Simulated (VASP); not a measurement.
# TeRu (Fm-3m) in VASP: notebook

The runs below take TeRu through single point, with r2SCAN.

Program: VASP 6.6.1. These are calculated values, not measurements. Logs are shortened: lines on timing, memory, paths and dates and some standing lists are left out, and cuts for length are marked.

### 1 The cell of the first run

It takes space group Fm-3m (No. 225, cubic). The conventional cell has a = 5.421 Å, b = 5.421 Å, c = 5.421 Å, α = 90.00°, β = 90.00°, γ = 90.00°. Within 3.6 Å of Ru (site symmetry m-3m) lie 6 Te at 2.71 Å. Within 3.6 Å of Te (site symmetry m-3m) lie 6 Ru at 2.71 Å.

### 2 Single point, r2SCAN

POSCAR

```
TeRu
1.0
    0.0000000000      2.7105248454      2.7105248454
    2.7105248454      0.0000000000      2.7105248454
    2.7105248454      2.7105248454      0.0000000000
Ru Te
1 1
Direct
    0.5000000000      0.5000000000      0.5000000000
    0.0000000000      0.0000000000      0.0000000000
```

INCAR.step1

```
SYSTEM = TeRu
PREC = Accurate
ENCUT = 520
ISMEAR = 0
SIGMA = 0.05
LREAL = .False.
LASPH = .True.
NELM = 60
NBANDS = 17
GGA = PE
ALGO = Normal
EDIFF = 1E-4
LWAVE = .True.
LCHARG = .False.
```

INCAR.step2

```
SYSTEM = TeRu
PREC = Accurate
ENCUT = 520
EDIFF = 1E-6
ISMEAR = 0
SIGMA = 0.05
LREAL = .False.
LASPH = .True.
NELM = 60
ALGO = Normal
ISIF = 2
LWAVE = .False.
LCHARG = .False.
METAGGA = R2SCAN
LMIXTAU = .True.
NBANDS = 17
ISTART = 1
```

KPOINTS

```
Automatic mesh
0
Gamma
  12 12 12
  0 0 0
```

Potentials or basis: VASP PAW PBE potentials, release 64 (Ru_pv, Te).

The run is started by

```bash
> cat potpaw_PBE.64/Ru_pv/POTCAR potpaw_PBE.64/Te/POTCAR > POTCAR
> cp INCAR.step1 INCAR
> mpirun -np 1 vasp_std > vasp.out
> cp INCAR.step2 INCAR
> mpirun -np 1 vasp_std > vasp.out
```

OUTCAR:

```text
SYSTEM = TeRu
   PREC = Accurate
   ENCUT = 520
   EDIFF = 1E-6
   ISMEAR = 0
   LREAL = .False.
   LASPH = .True.
   NELM = 60
   ISIF = 2
   METAGGA = R2SCAN
   ISTART = 1

 ion  position               nearest neighbor table
   1  0.500  0.500  0.500-   2 2.71   2 2.71   2 2.71   2 2.71   2 2.71   2 2.71
   2  0.000  0.000  0.000-   1 2.71   1 2.71   1 2.71   1 2.71   1 2.71   1 2.71

  LATTYP: Found a face centered cubic cell.
 ALAT       =     5.4210496908

  Lattice vectors:

 A1 = (   0.0000000000,   2.7105248454,   2.7105248454)
 A2 = (   2.7105248454,   0.0000000000,   2.7105248454)
 A3 = (   2.7105248454,   2.7105248454,   0.0000000000)

Analysis of symmetry for initial positions (statically):
=====================================================================
 Subroutine PRICEL returns:
 Original cell was already a primitive cell.

 Routine SETGRP: Setting up the symmetry group for a
 face centered cubic supercell.

 Subroutine GETGRP returns: Found 48 space group operations
 (whereof 48 operations were pure point group operations)
 out of a pool of 48 trial point group operations.

The static configuration has the point symmetry O_h .

Analysis of symmetry for dynamics (positions and initial velocities):
=====================================================================
 Subroutine PRICEL returns:
 Original cell was already a primitive cell.

 Routine SETGRP: Setting up the symmetry group for a
 face centered cubic supercell.

 Subroutine GETGRP returns: Found 48 space group operations
 (whereof 48 operations were pure point group operations)
 out of a pool of 48 trial point group operations.

The dynamic configuration has the point symmetry O_h .

 Subroutine INISYM returns: Found 48 space group operations
 (whereof 48 operations are pure point group operations),
 and found     1 'primitive' translations

----------------------------------------------------------------------------------------

                                     Primitive cell

  volume of cell :      39.8282

  direct lattice vectors                    reciprocal lattice vectors
     0.000000000  2.710524845  2.710524845    -0.184466119  0.184466119  0.184466119
     2.710524845  0.000000000  2.710524845     0.184466119 -0.184466119  0.184466119
     2.710524845  2.710524845  0.000000000     0.184466119  0.184466119 -0.184466119

  length of vectors
     3.833260998  3.833260998  3.833260998     0.319504691  0.319504691  0.319504691

  position of ions in fractional coordinates (direct lattice)
     0.500000000  0.500000000  0.500000000
     0.000000000  0.000000000  0.000000000

  ion indices of the primitive-cell ions
   primitive index   ion index
                 1           1
                 2           2

----------------------------------------------------------------------------------------

 KPOINTS: Automatic mesh

Automatic generation of k-mesh.
 Grid dimensions read from file:
 generate k-points for:   12   12   12

 Generating k-lattice:

  Cartesian coordinates                     Fractional coordinates (reciprocal lattice)
    -0.015372177  0.015372177  0.015372177     0.083333333  0.000000000  0.000000000
     0.015372177 -0.015372177  0.015372177     0.000000000  0.083333333  0.000000000
     0.015372177  0.015372177 -0.015372177     0.000000000  0.000000000  0.083333333

  Length of vectors
     0.026625391  0.026625391  0.026625391

  Shift w.r.t. Gamma in fractional coordinates (k-lattice)
     0.000000000  0.000000000  0.000000000

 Subroutine IBZKPT returns following result:
 ===========================================

 Found     72 irreducible k-points:

 Following reciprocal coordinates:
            Coordinates               Weight
  0.000000  0.000000  0.000000      1.000000
  0.083333  0.000000  0.000000      8.000000
  0.166667  0.000000  0.000000      8.000000
  0.250000  0.000000  0.000000      8.000000
  0.333333  0.000000  0.000000      8.000000
  0.416667  0.000000  0.000000      8.000000
[... 16 lines left out ...]
  0.500000  0.166667  0.000000     24.000000
 -0.416667  0.166667  0.000000     24.000000
 [... further k-points ...]
   k-points           NKPTS =     72   k-points in BZ     NKDIM =     72   number of bands    NBANDS=     17
   number of dos      NEDOS =    301   number of ions     NIONS =      2
   total plane-waves  NPLWV =  27000
   dimension x,y,z NGX =    30 NGY =   30 NGZ =   30
   dimension x,y,z NGXF=    60 NGYF=   60 NGZF=   60
   ions per type =               1   1
   NGX,Y,Z   is equivalent  to a cutoff of  13.01, 13.01, 13.01 a.u.
   NGXF,Y,Z  is equivalent  to a cutoff of  26.02, 26.02, 26.02 a.u.
 SYSTEM =  TeRu
   PREC   = accura    normal or accurate (medium, high low for compatibility)
   ISTART =      1    job   : 0-new  1-cont  2-samecut
   ICHARG =      0    charge: 1-file 2-atom 10-const
   ISPIN  =      1    spin polarized calculation?
   LNONCOLLINEAR =      F non collinear calculations
   LSORBIT =      F    spin-orbit coupling
   LASPH  =      T    aspherical Exc in radial PAW
   ENCUT  =  520.0 eV  38.22 Ry    6.18 a.u.   7.13  7.13  7.13*2*pi/ulx,y,z
   NELM   =     60;   NELMIN=  2; NELMDL=  0     # of ELM steps
   EDIFF  = 0.1E-05   stopping-criterion for ELM
   LREAL  =      F    real-space projection
   EDIFFG = 0.1E-04   stopping-criterion for IOM
   NSW    =      0    number of steps for IOM
   IBRION =     -1    ionic relax: 0-MD 1-quasi-New 2-CG
   NFREE  =      0    steps in history (QN), initial steepest desc. (CG)
   ISIF   =      2    stress and relaxation
   ISYM   =      2    0-nonsym 1-usesym 2-fastsym
   POTIM  = 0.5000    time-step for ionic-motion
   TEBEG  =    0.0;   TEEND  =   0.0 temperature during run
   PSTRESS=    0.0 pullay stress
   NELECT =      20.0000    total number of electrons
   NUPDOWN=      -1.0000    fix difference up-down
   EMIN   =  10.00;   EMAX   =-10.00  energy-range for DOS
   EFERMI =   0.00;   METHOD = LEGACY
   ISMEAR =     0;   SIGMA  =   0.05  broadening in eV -4-tet -1-fermi 0-gaus
   EFERMI_NEDOS =   21; number of points for ismear=-14 and -15
   IALGO  =     38    algorithm
   IMIX   =      4    mixing-type and parameters
     AMIX     =   0.40;   BMIX     =  1.00
     AMIX_MAG =   1.60;   BMIX_MAG =  1.00
  volume/ion in A,a.u.               =      19.91       134.39
  Fermi-wavevector in a.u.,A,eV,Ry     =   1.301232  2.458972 23.037453  1.693205
  Thomas-Fermi vector in A             =   2.432379
   LORBIT       =      0    0 simple, 1 ext, 2 COOP (PROOUT), +10 PAW based schemes
   METAGGA = R2SCAN    functional components
   LHFCALC =     F    Hartree Fock is set to
   AEXX    =    0.0000 exact exchange contribution
   IVDW    =     0    specifies the selected vdW correction
   LEPSILON=     F    determine dielectric tensor
   LRPA    =     F    only Hartree local field effects (RPA)
 non-spin polarized calculation
 Gauss-broadening in eV      SIGMA  =   0.05
  energy-cutoff  :      520.00
  volume of cell :       39.83
 maximum number of plane-waves:      1090
 NGX is ok and might be reduce to    30
   NGX = 15   NGY = 15   NGZ = 15

 number of electron      20.0000005 magnetization

 Free energy of the ion-electron system (eV)
  ---------------------------------------------------
  ext. energy  EPLUGINS =         0.00000000
  ---------------------------------------------------
  free energy    TOTEN  =       -49.95512322 eV

  energy without entropy =      -49.95205874  energy(sigma->0) =      -49.95359098

 E-fermi :  10.0784     XC(G=0): -12.3166

 val. band max:       10.0761714808   @ k =  -0.0833   0.0833   0.0000
 cond. band min:      10.0918588362   @ k =   0.4167   0.3333   0.0833
 fundamental gap:      0.0156873554
 Fermi energy:        10.0783885353

 k-point     1 :       0.0000    0.0000    0.0000
  band No.  band energies     occupation
      1     -33.1409      2.00000
      2     -33.1409      2.00000
      3     -33.1409      2.00000
      4      -4.1643      2.00000
      5       8.0672      2.00000
      6       8.0672      2.00000
[... 9 lines left out ...]
     16      21.0813      0.00000
     17      21.0813      0.00000

 k-point     2 :       0.0833    0.0000    0.0000
  band No.  band energies     occupation
      1     -33.1429      2.00000
      2     -33.1409      2.00000
      3     -33.1409      2.00000
      4      -4.0679      2.00000
      5       7.6998      2.00000
      6       7.7926      2.00000
[... 9 lines left out ...]
     16      20.8247      0.00000
     17      20.8247      0.00000

 k-point     3 :       0.1667    0.0000    0.0000
  band No.  band energies     occupation
      1     -33.1483      2.00000
      2     -33.1410      2.00000
      3     -33.1410      2.00000
      4      -3.7869      2.00000
      5       6.6890      2.00000
      6       7.0503      2.00000
[... 9 lines left out ...]
     16      19.9550      0.00000
     17      20.8423      0.00000

 k-point     4 :       0.2500    0.0000    0.0000
  band No.  band energies     occupation
      1     -33.1557      2.00000
      2     -33.1411      2.00000
      3     -33.1411      2.00000
      4      -3.3492      2.00000
      5       5.4076      2.00000
      6       6.3986      2.00000
[... 9 lines left out ...]
     16      19.9208      0.00000
     17      20.8664      0.00000
[... 343 lines left out ...]
      1     -33.1636      2.00000
      2     -33.1449      2.00000
      3     -33.1447      2.00000
      4      -2.5239      2.00000
      5       3.9724      2.00000
      6       5.6433      2.00000
[... 9 lines left out ...]
     16      20.1337      0.00000
     17      20.8700      0.00000

 k-point    23 :       0.5000    0.1667    0.0000
  band No.  band energies     occupation
      1     -33.1671      2.00000
      2     -33.1462      2.00000
      3     -33.1439      2.00000
      4      -2.1748      2.00000
      5       3.4451      2.00000
      6       5.3846      2.00000
[... 9 lines left out ...]
     16      20.7048      0.00000
     17      20.8733      0.00000

 k-point    24 :      -0.4167    0.1667    0.0000
  band No.  band energies     occupation
      1     -33.1674      2.00000
      2     -33.1475      2.00000
      3     -33.1427      2.00000
      4      -2.1026      2.00000
      5       3.3238      2.00000
      6       5.3893      2.00000
[... 9 lines left out ...]
     16      20.8653      0.00000
     17      21.1651      0.00000

 [... further k-points ...]
[... 5 lines left out ...]
  --------------------------------------------------------------------------------------
  -------------------------------------------------------------------------------------
  Total        0.0022901      0.0022901      0.0022901      0.0000000      0.0000000     -0.0000000
  in kB        0.0921232      0.0921232      0.0921232      0.0000000      0.0000000     -0.0000000
  external PRESSURE =       0.0921232 kB  Pullay stress =       0.0000000 kB

 VOLUME and BASIS-vectors are now :
 -----------------------------------------------------------------------------
  energy-cutoff  :      520.00
  volume of cell :       39.83
      direct lattice vectors                 reciprocal lattice vectors
     0.000000000  2.710524845  2.710524845    -0.184466119  0.184466119  0.184466119
     2.710524845  0.000000000  2.710524845     0.184466119 -0.184466119  0.184466119
     2.710524845  2.710524845  0.000000000     0.184466119  0.184466119 -0.184466119

 POSITION                                       TOTAL-FORCE (eV/Angst)
 -----------------------------------------------------------------------------------
      2.71052      2.71052      2.71052        -0.000000     -0.000000      0.000000
      0.00000      0.00000      0.00000         0.000000      0.000000     -0.000000
 -----------------------------------------------------------------------------------
    total drift:                                0.000000     -0.000000      0.000000

  FREE ENERGIE OF THE ION-ELECTRON SYSTEM (eV)
  ---------------------------------------------------
  free  energy   TOTEN  =       -49.9551232228 eV

  energy  without entropy=      -49.9520587389  energy(sigma->0) =      -49.95359098
```

Wall time 82 s (1 thread of Intel Xeon 6975P-C (Granite Rapids), shared host); peak memory 0.2 GiB.

What came out:

| Property | Result |
| --- | --- |
| Free energy | -49.9551 eV |
| Pressure | 0.0 GPa |
| Band gap on the k mesh | zero (band 10 reaches 10.35 eV, above the bottom of band 11 at 9.60 eV) |

Caveat: the PAW data sets were made with another functional, which shifts forces and pressure a little; spin-orbit coupling is left out, which moves the levels of the heavy elements.

### 3 Single point, r2SCAN

POSCAR is that of step 2.

INCAR.step1

```
SYSTEM = TeRu
PREC = Accurate
ENCUT = 520
ISMEAR = -4
SIGMA = 0.1
LREAL = .FALSE.
LASPH = .TRUE.
NELM = 100
NBANDS = 17
GGA = PE
ALGO = Normal
EDIFF = 1E-4
LWAVE = .TRUE.
LCHARG = .FALSE.
```

INCAR.step2

```
SYSTEM = TeRu
PREC = Accurate
ENCUT = 520
EDIFF = 1E-7
ISMEAR = -4
SIGMA = 0.1
LREAL = .FALSE.
LASPH = .TRUE.
NELM = 100
ALGO = Normal
ISIF = 2
LWAVE = .FALSE.
LCHARG = .FALSE.
METAGGA = R2SCAN
LMIXTAU = .TRUE.
NBANDS = 17
ISTART = 1
```

KPOINTS

```
Automatic mesh
0
G
  12 12 12
  0 0 0
```

Potentials or basis: VASP PAW PBE potentials, release 64 (Ru_pv, Te).

The run is started by

```bash
> cat potpaw_PBE.64/Ru_pv/POTCAR potpaw_PBE.64/Te/POTCAR > POTCAR
> cp INCAR.step1 INCAR
> mpirun -np 1 vasp_std > vasp.out
> cp INCAR.step2 INCAR
> mpirun -np 1 vasp_std > vasp.out
```

It took 1.7 min on 1 thread of Intel Xeon 6975P-C (Granite Rapids), shared host; peak memory 0.2 GiB.

It converged, with:

| Property | Result |
| --- | --- |
| Free energy | -49.9286 eV |
| Pressure | 0.2 GPa |
| Band gap on the k mesh | zero (band 10 reaches 10.35 eV, above the bottom of band 11 at 9.60 eV) |

Levels at points of the mesh, in eV from the Fermi level:
```tsv
k point	band 6	band 7	band 8	band 9	band 10	band 11	band 12	band 13	band 14	band 15
(0.00, 0.00, 0.00)	-1.99	-1.99	-1.68	-1.68	-0.36	-0.36	-0.36	5.84	8.62	10.83
(0.50, 0.00, 0.00)	-4.54	-4.54	-0.86	-0.86	-0.27	4.12	4.65	4.65	6.32	6.32
(0.50, 0.50, 0.00)	-3.05	-2.65	-2.65	-1.13	-0.45	-0.45	0.61	2.86	8.19	10.83
```

Caveat: the PAW data sets were made with another functional, which shifts forces and pressure a little; spin-orbit coupling is left out, which moves the levels of the heavy elements.
